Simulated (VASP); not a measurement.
# Cs3Ta (I4/mmm) in VASP: single point with r2SCAN

Aim: the single point of Cs3Ta with r2SCAN.

All numbers are computed with VASP 6.6.1; they aren't measurements. Logs are shortened: lines on timing, memory, paths and dates and some standing lists are left out, and cuts for length are marked.

## 1. The cell of the first run

Symmetry: I4/mmm, No. 139, tetragonal system. The conventional cell has a = 5.284 Å, b = 5.284 Å, c = 11.748 Å, α = 90.00°, β = 90.00°, γ = 90.00°. Within 4.9 Å of Ta (site symmetry 4/mmm) lie 12 Cs at 3.74 to 3.95 Å. Cs (site symmetry 4/mmm) has 4 Ta at 3.74 Å and 8 Cs at 3.95 Å within 4.9 Å. Within 4.9 Å of Cs (site symmetry -4m2) lie 8 Cs at 3.74 to 3.95 Å and 4 Ta at 3.95 Å.

## 2. Single point, r2SCAN

The input, POSCAR:

```
Cs3Ta
1.0
    0.0000000000      5.2841680000      0.0000000000
    5.2841680000      0.0000000000      0.0000000000
    2.6420840000      2.6420840000     -5.8741860000
Ta Cs
1 3
Direct
    0.5000000000      0.5000000000      0.0000000000
    0.0000000000      0.0000000000      0.0000000000
    0.7500000000      0.2500000000      0.5000000000
    0.2500000000      0.7500000000      0.5000000000
```

The input, INCAR.step1:

```
  ALGO = Normal
  EDIFF = 1E-4
  ENCUT = 520
  GGA = PE
  ISMEAR = -1
  LASPH = True
  LCHARG = False
  LREAL = False
  LWAVE = True
  NBANDS = 27
  NELM = 60
  PREC = Accurate
  SIGMA = 0.1
```

The input, INCAR.step2:

```
  ALGO = Normal
  EDIFF = 1E-6
  ENCUT = 520
  ISIF = 2
  ISMEAR = -1
  ISTART = 1
  LASPH = True
  LCHARG = True
  LELF = True
  LMIXTAU = True
  LREAL = False
  LVHAR = True
  LWAVE = False
  METAGGA = R2SCAN
  NBANDS = 27
  NELM = 60
  PREC = Accurate
  SIGMA = 0.1
```

The input, KPOINTS:

```
k-points
0
Gamma
  4 4 4
```

Potentials or basis: VASP PAW PBE potentials, release 64 (Ta_pv, Cs_sv).

The run is started by

```sh
$ cat potpaw_PBE.64/Ta_pv/POTCAR potpaw_PBE.64/Cs_sv/POTCAR > POTCAR
$ cp INCAR.step1 INCAR
$ mpirun -np 1 vasp_std > vasp.out
$ cp INCAR.step2 INCAR
$ mpirun -np 1 vasp_std > vasp.out
```

OUTCAR:

```text
EDIFF = 1E-6
   ENCUT = 520
   ISIF = 2
   ISMEAR = -1
   ISTART = 1
   LASPH = True
   LREAL = False
   METAGGA = R2SCAN
   NELM = 60
   PREC = Accurate

 ion  position               nearest neighbor table
   1  0.500  0.500  0.000-
   2  0.000  0.000  0.000-
   3  0.750  0.250  0.500-
   4  0.250  0.750  0.500-

  LATTYP: Found a body centered tetragonal cell.
 ALAT       =     5.2841680000
 C/A-ratio  =     2.2233153829

  Lattice vectors:

 A1 = (  -2.6420840000,   2.6420840000,   5.8741860000)
 A2 = (   2.6420840000,  -2.6420840000,   5.8741860000)
 A3 = (   2.6420840000,   2.6420840000,  -5.8741860000)

Analysis of symmetry for initial positions (statically):
=====================================================================
 Subroutine PRICEL returns:
 Original cell was already a primitive cell.

 Routine SETGRP: Setting up the symmetry group for a
 body centered tetragonal supercell.

 Subroutine GETGRP returns: Found 16 space group operations
 (whereof 16 operations were pure point group operations)
 out of a pool of 16 trial point group operations.

The static configuration has the point symmetry D_4h.

Analysis of symmetry for dynamics (positions and initial velocities):
=====================================================================
 Subroutine PRICEL returns:
 Original cell was already a primitive cell.

 Routine SETGRP: Setting up the symmetry group for a
 body centered tetragonal supercell.

 Subroutine GETGRP returns: Found 16 space group operations
 (whereof 16 operations were pure point group operations)
 out of a pool of 16 trial point group operations.

The dynamic configuration has the point symmetry D_4h.

 Subroutine INISYM returns: Found 16 space group operations
 (whereof 16 operations are pure point group operations),
 and found     1 'primitive' translations

----------------------------------------------------------------------------------------

                                     Primitive cell

  volume of cell :     164.0216

  direct lattice vectors                    reciprocal lattice vectors
     0.000000000  5.284168000  0.000000000     0.000000000  0.189244551  0.085118176
     5.284168000  0.000000000  0.000000000     0.189244551  0.000000000  0.085118176
     2.642084000  2.642084000 -5.874186000     0.000000000  0.000000000 -0.170236353

  length of vectors
     5.284168000  5.284168000  6.961844360     0.207505672  0.207505672  0.170236353

  position of ions in fractional coordinates (direct lattice)
     0.500000000  0.500000000  0.000000000
     0.000000000  0.000000000  0.000000000
     0.750000000  0.250000000  0.500000000
     0.250000000  0.750000000  0.500000000

  ion indices of the primitive-cell ions
   primitive index   ion index
                 1           1
                 2           2
                 3           3
                 4           4

----------------------------------------------------------------------------------------

 KPOINTS: k-points

Automatic generation of k-mesh.
 Grid dimensions read from file:
 generate k-points for:    4    4    4

 Generating k-lattice:

  Cartesian coordinates                     Fractional coordinates (reciprocal lattice)
     0.000000000  0.047311138  0.021279544     0.250000000  0.000000000  0.000000000
     0.047311138  0.000000000  0.021279544     0.000000000  0.250000000  0.000000000
     0.000000000  0.000000000 -0.042559088     0.000000000  0.000000000  0.250000000

  Length of vectors
     0.051876418  0.051876418  0.042559088

  Shift w.r.t. Gamma in fractional coordinates (k-lattice)
     0.000000000  0.000000000  0.000000000

 Subroutine IBZKPT returns following result:
 ===========================================

 Found     13 irreducible k-points:

 Following reciprocal coordinates:
            Coordinates               Weight
  0.000000  0.000000  0.000000      1.000000
  0.250000  0.000000  0.000000      8.000000
  0.500000  0.000000  0.000000      4.000000
  0.250000  0.250000  0.000000      8.000000
  0.500000  0.250000  0.000000     16.000000
 -0.250000  0.250000  0.000000      4.000000
  0.500000  0.500000  0.000000      2.000000
  0.000000  0.000000  0.250000      2.000000
  0.500000  0.000000  0.250000      4.000000
 -0.250000  0.000000  0.250000      8.000000
  0.500000  0.500000  0.250000      2.000000
 -0.250000 -0.250000  0.250000      4.000000
  0.000000  0.000000  0.500000      1.000000
   k-points           NKPTS =     13   k-points in BZ     NKDIM =     13   number of bands    NBANDS=     27
   number of dos      NEDOS =    301   number of ions     NIONS =      4
   total plane-waves  NPLWV =  86400
   dimension x,y,z NGX =    40 NGY =   40 NGZ =   54
   dimension x,y,z NGXF=    80 NGYF=   80 NGZF=  108
   ions per type =               1   3
   NGX,Y,Z   is equivalent  to a cutoff of  12.58, 12.58, 12.89 a.u.
   NGXF,Y,Z  is equivalent  to a cutoff of  25.17, 25.17, 25.79 a.u.
 SYSTEM =  unknown system
   PREC   = accura    normal or accurate (medium, high low for compatibility)
   ISTART =      1    job   : 0-new  1-cont  2-samecut
   ICHARG =      0    charge: 1-file 2-atom 10-const
   ISPIN  =      1    spin polarized calculation?
   LNONCOLLINEAR =      F non collinear calculations
   LSORBIT =      F    spin-orbit coupling
   LASPH  =      T    aspherical Exc in radial PAW
   ENCUT  =  520.0 eV  38.22 Ry    6.18 a.u.   9.83  9.83 12.94*2*pi/ulx,y,z
   NELM   =     60;   NELMIN=  2; NELMDL=  0     # of ELM steps
   EDIFF  = 0.1E-05   stopping-criterion for ELM
   LREAL  =      F    real-space projection
   EDIFFG = 0.1E-04   stopping-criterion for IOM
   NSW    =      0    number of steps for IOM
   IBRION =     -1    ionic relax: 0-MD 1-quasi-New 2-CG
   NFREE  =      0    steps in history (QN), initial steepest desc. (CG)
   ISIF   =      2    stress and relaxation
   ISYM   =      2    0-nonsym 1-usesym 2-fastsym
   POTIM  = 0.5000    time-step for ionic-motion
   TEBEG  =    0.0;   TEEND  =   0.0 temperature during run
   PSTRESS=    0.0 pullay stress
   NELECT =      38.0000    total number of electrons
   NUPDOWN=      -1.0000    fix difference up-down
   EMIN   =  10.00;   EMAX   =-10.00  energy-range for DOS
   EFERMI =   0.00;   METHOD = LEGACY
   ISMEAR =    -1;   SIGMA  =   0.10  broadening in eV -4-tet -1-fermi 0-gaus
   EFERMI_NEDOS =   21; number of points for ismear=-14 and -15
   IALGO  =     38    algorithm
   IMIX   =      4    mixing-type and parameters
     AMIX     =   0.40;   BMIX     =  1.00
     AMIX_MAG =   1.60;   BMIX_MAG =  1.00
  volume/ion in A,a.u.               =      41.01       276.72
  Fermi-wavevector in a.u.,A,eV,Ry     =   1.005470  1.900063 13.755077  1.010970
  Thomas-Fermi vector in A             =   2.138151
   LORBIT       =      0    0 simple, 1 ext, 2 COOP (PROOUT), +10 PAW based schemes
   METAGGA = R2SCAN    functional components
   LHFCALC =     F    Hartree Fock is set to
   AEXX    =    0.0000 exact exchange contribution
   IVDW    =     0    specifies the selected vdW correction
   LEPSILON=     F    determine dielectric tensor
   LRPA    =     F    only Hartree local field effects (RPA)
 non-spin polarized calculation
  energy-cutoff  :      520.00
  volume of cell :      164.02
 maximum number of plane-waves:      4430
   NGX = 19   NGY = 19   NGZ = 25

 number of electron      38.0000006 magnetization

 Free energy of the ion-electron system (eV)
  ---------------------------------------------------
  ext. energy  EPLUGINS =         0.00000000
  ---------------------------------------------------
  free energy    TOTEN  =      -116.22148428 eV

  energy without entropy =     -115.89133215  energy(sigma->0) =     -116.05640821

 E-fermi :   3.5391     XC(G=0):  -9.2130

 val. band max:        3.5372543331   @ k =   0.5000   0.0000   0.0000
 cond. band min:       3.5713854954   @ k =   0.5000   0.0000   0.2500
 fundamental gap:      0.0341311623
 Fermi energy:         3.5391233919

 k-point     1 :       0.0000    0.0000    0.0000
  band No.  band energies     occupation
      1     -32.5571      2.00000
      2     -32.5571      2.00000
      3     -32.3889      2.00000
      4     -20.8837      2.00000
      5     -20.4175      2.00000
      6     -20.3328      2.00000
[... 19 lines left out ...]
     26       5.7122      0.00000
     27       7.3372      0.00000

 k-point     2 :       0.2500    0.0000    0.0000
  band No.  band energies     occupation
      1     -32.5574      2.00000
      2     -32.5571      2.00000
      3     -32.3889      2.00000
      4     -20.8108      2.00000
      5     -20.4798      2.00000
      6     -20.3452      2.00000
[... 19 lines left out ...]
     26       6.1671      0.00000
     27       6.2753      0.00000

 k-point     3 :       0.5000    0.0000    0.0000
  band No.  band energies     occupation
      1     -32.5577      2.00000
      2     -32.5571      2.00000
      3     -32.3889      2.00000
      4     -20.6521      2.00000
      5     -20.6273      2.00000
      6     -20.3582      2.00000
[... 19 lines left out ...]
     26       6.2653      0.00000
     27       6.5771      0.00000

 k-point     4 :       0.2500    0.2500    0.0000
  band No.  band energies     occupation
      1     -32.5574      2.00000
      2     -32.5574      2.00000
      3     -32.3889      2.00000
      4     -20.7464      2.00000
      5     -20.5210      2.00000
      6     -20.3666      2.00000
[... 19 lines left out ...]
     26       5.8617      0.00000
     27       6.5914      0.00000
[... 186 lines left out ...]
      4     -20.6197      2.00000
      5     -20.6197      2.00000
      6     -20.3831      2.00000
[... 19 lines left out ...]
     26       5.9622      0.00000
     27       6.2012      0.00000

 k-point    12 :      -0.2500   -0.2500    0.2500
  band No.  band energies     occupation
      1     -32.5574      2.00000
      2     -32.5574      2.00000
      3     -32.3889      2.00000
      4     -20.7271      2.00000
      5     -20.5215      2.00000
      6     -20.3875      2.00000
[... 19 lines left out ...]
     26       5.7120      0.00000
     27       6.5574      0.00000

 k-point    13 :       0.0000    0.0000    0.5000
  band No.  band energies     occupation
      1     -32.5571      2.00000
      2     -32.5571      2.00000
      3     -32.3890      2.00000
      4     -20.8303      2.00000
      5     -20.4186      2.00000
      6     -20.3937      2.00000
[... 19 lines left out ...]
     26       6.5514      0.00000
     27       6.5514      0.00000

------------------------ aborting loop because EDIFF is reached ----------------------------------------

  FORCE on cell =-STRESS in cart. coord.  units (eV):
  Direction    XX          YY          ZZ          XY          YZ          ZX
  --------------------------------------------------------------------------------------
  -------------------------------------------------------------------------------------
  Total        2.6000406      2.6000406      1.4873096      0.0000000      0.0000000      0.0000000
  in kB       25.3974304     25.3974304     14.5281738      0.0000000      0.0000000      0.0000000
  external PRESSURE =      21.7743449 kB  Pullay stress =       0.0000000 kB

 VOLUME and BASIS-vectors are now :
 -----------------------------------------------------------------------------
  energy-cutoff  :      520.00
  volume of cell :      164.02
      direct lattice vectors                 reciprocal lattice vectors
     0.000000000  5.284168000  0.000000000     0.000000000  0.189244551  0.085118176
     5.284168000  0.000000000  0.000000000     0.189244551  0.000000000  0.085118176
     2.642084000  2.642084000 -5.874186000     0.000000000  0.000000000 -0.170236353

 POSITION                                       TOTAL-FORCE (eV/Angst)
 -----------------------------------------------------------------------------------
      2.64208      2.64208      0.00000        -0.000000     -0.000000      0.000000
      0.00000      0.00000      0.00000        -0.000000     -0.000000      0.000000
      2.64208      5.28417     -2.93709        -0.000000     -0.000000      0.000000
      5.28417      2.64208     -2.93709         0.000000      0.000000      0.000000
 -----------------------------------------------------------------------------------
    total drift:                               -0.000000     -0.000000      0.000000

  FREE ENERGIE OF THE ION-ELECTRON SYSTEM (eV)
  ---------------------------------------------------
  free  energy   TOTEN  =      -116.2214842834 eV

  energy  without entropy=     -115.8913321460  energy(sigma->0) =     -116.05640821
```

It took 9.3 min on 1 thread of AMD EPYC 7R43 (Zen 3), shared host; peak memory 0.28 GiB.

Results:

| Property | Result |
| --- | --- |
| Free energy | -116.2215 eV |
| Pressure | 2.2 GPa |
| Band gap on the k mesh | zero (band 19 reaches 3.73 eV, above the bottom of band 20 at 2.94 eV) |

Levels at points of the mesh, in eV from the Fermi level:
```tsv
k point	band 16	band 17	band 18	band 19	band 20	band 21	band 22	band 23
(0.00, 0.00, 0.00)	-3.51	-0.80	-0.59	-0.32	-0.29	0.22	0.22	1.64
(0.50, 0.00, 0.00)	-2.07	-0.19	-0.14	0.00	0.25	0.57	0.75	0.76
(0.50, 0.50, 0.00)	-2.68	-0.65	-0.04	0.19	0.46	0.57	0.82	1.00
(0.00, 0.00, 0.50)	-2.76	-1.20	-0.81	-0.60	-0.60	-0.22	-0.09	1.36
```

Caveat: the PAW data sets were made with another functional, which shifts forces and pressure a little; spin-orbit coupling is left out, which moves the levels of the heavy elements.
